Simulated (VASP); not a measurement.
CuO:

```
Cu O
1.0
     3.17550    0.00000    0.00000
     0.00000    3.17550    0.00000
     0.00000    0.00000    4.64953
Cu O
2 2
Cartesian
  0.0000 0.0000 0.0000
  1.5877 1.5877 0.0000
  1.5877 0.0000 1.2414
  0.0000 1.5877 3.4081
```

Base run:

```yaml
Program: VASP 6.6.1
Functional: PBE
Potentials_or_basis: VASP PAW PBE potentials, release 64 (Cu, O)
Cutoff: 520 eV
k_mesh: 8 × 8 × 6
Occupations: fermi-dirac, width 0.05 eV
Spin: no spin polarisation
Hubbard_terms: Cu d U = 5.3 eV
```

Its results: band gap on the k mesh zero (band 17 reaches 2.96 eV, above the bottom of band 18 at 1.61 eV); pressure 11.3 GPa; largest force 1.139 eV/Å.

**Question.** After a change of settings the same cell gave: band gap on the k mesh zero (band 17 reaches 3.43 eV, above the bottom of band 18 at 2.49 eV); pressure 16.0 GPa; largest force 0.889 eV/Å. Which change was it?
A. k mesh from 8 × 8 × 6 to 11 × 11 × 8; hubbard terms from Cu d U = 5.3 eV to none
B. hubbard terms from Cu d U = 5.3 eV to Cu d U = 1.0 eV
C. functional from PBE to r2SCAN; further incar settings from ALGO = Normal; EDIFF = 1e-06; NBANDS = 25 to ALGO = Normal; EDIFF = 1e-07; NBANDS = 25
D. hubbard terms from Cu d U = 5.3 eV to Cu d U = 4.0 eV

**Answer.** B.

Caveats: U without spin polarisation on a metal has little footing; forces of over 1 eV/Å act on the atoms, so gaps and moduli don't describe the material at rest (some runs).
